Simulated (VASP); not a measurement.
# Al (Fm-3m) in VASP: a series of runs, part 2 of 2

VASP 6.6.1. Earlier steps stand in the parts before.

### 3 Single point, PBE

This run uses another cell than the first one, of 18.60 Å³/atom, 1.037 times its volume.

File INCAR:

```
  ALGO = Normal
  EDIFF = 1E-6
  ENCUT = 520
  GGA = PE
  ISIF = 2
  ISMEAR = 1
  LASPH = T
  LCHARG = F
  LREAL = F
  LWAVE = F
  NBANDS = 8
  NELM = 80
  PREC = Accurate
  SIGMA = 0.1
```

File KPOINTS:

```
k-points
0
Gamma
  12 12 12
```

File POSCAR:

```
Al
1.0
    0.0000000000      2.1027576040      2.1027576040
    2.1027576040      0.0000000000      2.1027576040
    2.1027576040      2.1027576040      0.0000000000
Al
1
Direct
    0.0000000000      0.0000000000      0.0000000000
```

Potentials or basis: VASP PAW PBE potentials, release 64 (Al).

Run with:

```sh
> cat potpaw_PBE.64/Al/POTCAR > POTCAR
> mpirun -np 1 vasp_std > vasp.out
```

OUTCAR:

```text
EDIFF = 1E-6
   ENCUT = 520
   GGA = PE
   ISIF = 2
   ISMEAR = 1
   LASPH = T
   LREAL = F
   NELM = 80
   PREC = Accurate

 ion  position               nearest neighbor table
   1  0.000  0.000  0.000-

  LATTYP: Found a face centered cubic cell.
 ALAT       =     4.2055152080

  Lattice vectors:

 A1 = (   0.0000000000,   2.1027576040,   2.1027576040)
 A2 = (   2.1027576040,   0.0000000000,   2.1027576040)
 A3 = (   2.1027576040,   2.1027576040,   0.0000000000)

Analysis of symmetry for initial positions (statically):
=====================================================================
 Subroutine PRICEL returns:
 Original cell was already a primitive cell.

 Routine SETGRP: Setting up the symmetry group for a
 face centered cubic supercell.

 Subroutine GETGRP returns: Found 48 space group operations
 (whereof 48 operations were pure point group operations)
 out of a pool of 48 trial point group operations.

The static configuration has the point symmetry O_h .

Analysis of symmetry for dynamics (positions and initial velocities):
=====================================================================
 Subroutine PRICEL returns:
 Original cell was already a primitive cell.

 Routine SETGRP: Setting up the symmetry group for a
 face centered cubic supercell.

 Subroutine GETGRP returns: Found 48 space group operations
 (whereof 48 operations were pure point group operations)
 out of a pool of 48 trial point group operations.

The dynamic configuration has the point symmetry O_h .

 Subroutine INISYM returns: Found 48 space group operations
 (whereof 48 operations are pure point group operations),
 and found     1 'primitive' translations

----------------------------------------------------------------------------------------

                                     Primitive cell

  volume of cell :      18.5951

  direct lattice vectors                    reciprocal lattice vectors
     0.000000000  2.102757604  2.102757604    -0.237782995  0.237782995  0.237782995
     2.102757604  0.000000000  2.102757604     0.237782995 -0.237782995  0.237782995
     2.102757604  2.102757604  0.000000000     0.237782995  0.237782995 -0.237782995

  length of vectors
     2.973748322  2.973748322  2.973748322     0.411852228  0.411852228  0.411852228

  position of ions in fractional coordinates (direct lattice)
     0.000000000  0.000000000  0.000000000

  ion indices of the primitive-cell ions
   primitive index   ion index
                 1           1

----------------------------------------------------------------------------------------

 KPOINTS: k-points

Automatic generation of k-mesh.
 Grid dimensions read from file:
 generate k-points for:   12   12   12

 Generating k-lattice:

  Cartesian coordinates                     Fractional coordinates (reciprocal lattice)
    -0.019815250  0.019815250  0.019815250     0.083333333  0.000000000  0.000000000
     0.019815250 -0.019815250  0.019815250     0.000000000  0.083333333  0.000000000
     0.019815250  0.019815250 -0.019815250     0.000000000  0.000000000  0.083333333

  Length of vectors
     0.034321019  0.034321019  0.034321019

  Shift w.r.t. Gamma in fractional coordinates (k-lattice)
     0.000000000  0.000000000  0.000000000

 Subroutine IBZKPT returns following result:
 ===========================================

 Found     72 irreducible k-points:

 Following reciprocal coordinates:
            Coordinates               Weight
  0.000000  0.000000  0.000000      1.000000
  0.083333  0.000000  0.000000      8.000000
  0.166667  0.000000  0.000000      8.000000
  0.250000  0.000000  0.000000      8.000000
  0.333333  0.000000  0.000000      8.000000
  0.416667  0.000000  0.000000      8.000000
[... 16 lines left out ...]
  0.500000  0.166667  0.000000     24.000000
 -0.416667  0.166667  0.000000     24.000000
 [... further k-points ...]
   k-points           NKPTS =     72   k-points in BZ     NKDIM =     72   number of bands    NBANDS=      8
   number of dos      NEDOS =    301   number of ions     NIONS =      1
   total plane-waves  NPLWV =  13824
   dimension x,y,z NGX =    24 NGY =   24 NGZ =   24
   dimension x,y,z NGXF=    48 NGYF=   48 NGZF=   48
   ions per type =               1
   NGX,Y,Z   is equivalent  to a cutoff of  13.42, 13.42, 13.42 a.u.
   NGXF,Y,Z  is equivalent  to a cutoff of  26.83, 26.83, 26.83 a.u.
 SYSTEM =  unknown system
   PREC   = accura    normal or accurate (medium, high low for compatibility)
   ISTART =      0    job   : 0-new  1-cont  2-samecut
   ICHARG =      2    charge: 1-file 2-atom 10-const
   ISPIN  =      1    spin polarized calculation?
   LNONCOLLINEAR =      F non collinear calculations
   LSORBIT =      F    spin-orbit coupling
   LASPH  =      T    aspherical Exc in radial PAW
   ENCUT  =  520.0 eV  38.22 Ry    6.18 a.u.   5.53  5.53  5.53*2*pi/ulx,y,z
   NELM   =     80;   NELMIN=  2; NELMDL= -5     # of ELM steps
   EDIFF  = 0.1E-05   stopping-criterion for ELM
   LREAL  =      F    real-space projection
   EDIFFG = 0.1E-04   stopping-criterion for IOM
   NSW    =      0    number of steps for IOM
   IBRION =     -1    ionic relax: 0-MD 1-quasi-New 2-CG
   NFREE  =      0    steps in history (QN), initial steepest desc. (CG)
   ISIF   =      2    stress and relaxation
   ISYM   =      2    0-nonsym 1-usesym 2-fastsym
   POTIM  = 0.5000    time-step for ionic-motion
   TEBEG  =    0.0;   TEEND  =   0.0 temperature during run
   PSTRESS=    0.0 pullay stress
   NELECT =       3.0000    total number of electrons
   NUPDOWN=      -1.0000    fix difference up-down
   EMIN   =  10.00;   EMAX   =-10.00  energy-range for DOS
   EFERMI =   0.00;   METHOD = LEGACY
   ISMEAR =     1;   SIGMA  =   0.10  broadening in eV -4-tet -1-fermi 0-gaus
   EFERMI_NEDOS =   21; number of points for ismear=-14 and -15
   IALGO  =     38    algorithm
   IMIX   =      4    mixing-type and parameters
     AMIX     =   0.40;   BMIX     =  1.00
     AMIX_MAG =   1.60;   BMIX_MAG =  1.00
  volume/ion in A,a.u.               =      18.60       125.49
  Fermi-wavevector in a.u.,A,eV,Ry     =   0.891215  1.684153 10.806631  0.794265
  Thomas-Fermi vector in A             =   2.013007
   LORBIT       =      0    0 simple, 1 ext, 2 COOP (PROOUT), +10 PAW based schemes
   GGA     = PE    functional components
   LHFCALC =     F    Hartree Fock is set to
   AEXX    =    0.0000 exact exchange contribution
   IVDW    =     0    specifies the selected vdW correction
   LEPSILON=     F    determine dielectric tensor
   LRPA    =     F    only Hartree local field effects (RPA)
 non-spin polarized calculation
 Methfessel and Paxton  Order N= 1 SIGMA  =   0.10
  energy-cutoff  :      520.00
  volume of cell :       18.60
 maximum number of plane-waves:       531
 NGX is ok and might be reduce to    24
   NGX = 11   NGY = 11   NGZ = 11

 number of electron       3.0000000 magnetization

 Free energy of the ion-electron system (eV)
  ---------------------------------------------------
  ext. energy  EPLUGINS =         0.00000000
  ---------------------------------------------------
  free energy    TOTEN  =        -3.70136124 eV

  energy without entropy =       -3.70162737  energy(sigma->0) =       -3.70144995

 E-fermi :   6.6632     XC(G=0):  -9.7714

 val. band max:        6.5920975252   @ k =   0.5000   0.2500   0.0833
 cond. band min:       6.7265959134   @ k =  -0.4167   0.4167   0.0833
 fundamental gap:      0.1344983882
 Fermi energy:         6.6631778964

 k-point     1 :       0.0000    0.0000    0.0000
  band No.  band energies     occupation
      1      -3.5262      2.00000
      2      18.7859      0.00000
      3      18.7859      0.00000
      4      18.7859      0.00000
      5      19.4213      0.00000
      6      19.4213      0.00000
      7      19.4213      0.00000
      8      22.4363      0.00000
[... 243 lines left out ...]
 k-point    24 :      -0.4167    0.1667    0.0000
  band No.  band energies     occupation
      1       2.5737      2.00000
      2       3.9087      2.00000
      3      11.8444      0.00000
      4      14.8535      0.00000
      5      16.6494      0.00000
      6      21.0101      0.00000
      7      23.3444      0.00000
      8      26.4183      0.00000

 [... further k-points ...]

------------------------ aborting loop because EDIFF is reached ----------------------------------------

  FORCE on cell =-STRESS in cart. coord.  units (eV):
  Direction    XX          YY          ZZ          XY          YZ          ZX
  --------------------------------------------------------------------------------------
  -------------------------------------------------------------------------------------
  Total       -0.8430469     -0.8430469     -0.8430469      0.0000000      0.0000000     -0.0000000
  in kB      -72.6381393    -72.6381393    -72.6381393      0.0000000      0.0000000     -0.0000000
  external PRESSURE =     -72.6381393 kB  Pullay stress =       0.0000000 kB

 VOLUME and BASIS-vectors are now :
 -----------------------------------------------------------------------------
  energy-cutoff  :      520.00
  volume of cell :       18.60
      direct lattice vectors                 reciprocal lattice vectors
     0.000000000  2.102757604  2.102757604    -0.237782995  0.237782995  0.237782995
     2.102757604  0.000000000  2.102757604     0.237782995 -0.237782995  0.237782995
     2.102757604  2.102757604  0.000000000     0.237782995  0.237782995 -0.237782995

 POSITION                                       TOTAL-FORCE (eV/Angst)
 -----------------------------------------------------------------------------------
      0.00000      0.00000      0.00000        -0.000000     -0.000000     -0.000000
 -----------------------------------------------------------------------------------
    total drift:                                0.000000      0.000000     -0.000000

  FREE ENERGIE OF THE ION-ELECTRON SYSTEM (eV)
  ---------------------------------------------------
  free  energy   TOTEN  =        -3.7013612414 eV

  energy  without entropy=       -3.7016273727  energy(sigma->0) =       -3.70144995
```

stdout:

```text
POSCAR found type information on POSCAR Al
 POSCAR found :  1 types and       1 ions
 scaLAPACK will be used
 LDA part: xc-table for (Slater+PW92), standard interpolation
 POSCAR, INCAR and KPOINTS ok, starting setup
 FFT: planning ... GRIDC
 FFT: planning ... GRID_SOFT
 FFT: planning ... GRID
 WAVECAR not read
 entering main loop
```

Run time: 6.2 s. Hardware: 1 thread of AMD EPYC 7R13 (Zen 3), shared host; peak memory 0.1 GiB.

What came out:

```
Free energy : -3.7014 eV
Pressure    : -7.3 GPa
```

Levels at points of the mesh, in eV from the Fermi level:
```
           k point  band 1  band 2  band 3  band 4  band 5
(0.00, 0.00, 0.00)  -10.19   12.12   12.12   12.12   12.76
(0.50, 0.00, 0.00)   -4.08   -3.98   10.35   10.35   11.07
(0.50, 0.50, 0.00)   -2.49   -1.46    5.21    5.21    5.37
```
